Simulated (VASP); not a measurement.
Wanted: the native input for a VASP 6.6.1 run.

* Task: relaxation of cell and atoms
* Functional: PBE
* Potentials or basis: VASP PAW PBE potentials, release 64 (Si, N)
* Cutoff: 600 eV
* k mesh: 7 × 7 × 7
* Occupations: fermi-dirac, width 0.05 eV
* Spin: no spin polarisation
* Dipole correction: no
* Further INCAR settings: ALGO = Normal; EDIFF = 1e-06; IBRION = 2; EDIFFG = -0.01; NSW = 60; ISIF = 3

The structure of Si3N4 lies in POSCAR:

```
Si3N4
1.0
    4.1307800000      0.0000000000      0.0000000000
    0.0000000000      4.1307800000      0.0000000000
    0.0000000000      0.0000000000      4.1307800000
Si N
3 4
Direct
    0.0000000000      0.0000000000      0.5000000000
    0.5000000000      0.0000000000      0.0000000000
    0.0000000000      0.5000000000      0.0000000000
    0.2395200000      0.2395200000      0.7604800000
    0.7604800000      0.7604800000      0.7604800000
    0.2395200000      0.7604800000      0.2395200000
    0.7604800000      0.2395200000      0.2395200000
```

These files were run (other wordings do the same):

INCAR

```
SYSTEM = Si3N4
PREC = Accurate ; ENCUT = 600
EDIFF = 1E-6 ; ISMEAR = -1
SIGMA = 0.05 ; LREAL = .False.
LASPH = .True. ; NELM = 80
ALGO = Normal ; ISIF = 3
LWAVE = .False. ; LCHARG = .False.
GGA = PE ; IBRION = 2
NSW = 60 ; EDIFFG = -0.01
```

KPOINTS

```
regular mesh
0
Gamma
  7 7 7
  0 0 0
```

Potentials or basis: VASP PAW PBE potentials, release 64 (Si, N).

The run is started by

```bash
$ cat potpaw_PBE.64/Si/POTCAR potpaw_PBE.64/N/POTCAR > POTCAR
$ mpirun -np 1 vasp_std > vasp.out
```

It gave:

```
Relaxed volume                         : 10.06 Å³/atom
Relaxed cell                           : a = 4.129 Å, b = 4.129 Å, c = 4.129 Å, α = 90.00°, β = 90.00°, γ = 90.00°
Space group after relaxing (to 0.05 Å) : P-43m (No. 215)
Energy gained by relaxing              : 0.0 meV/atom
Ionic steps                            : 3
Pressure after relaxing                : 0.0 GPa
Band gap on the k mesh                 : 2.74 eV, indirect (least direct gap 2.92 eV)
```

It took 23 s on 1 thread of Intel(R) Xeon(R) 6975P-C (Granite Rapids), with other jobs on the host, peak memory 0.21 GiB.
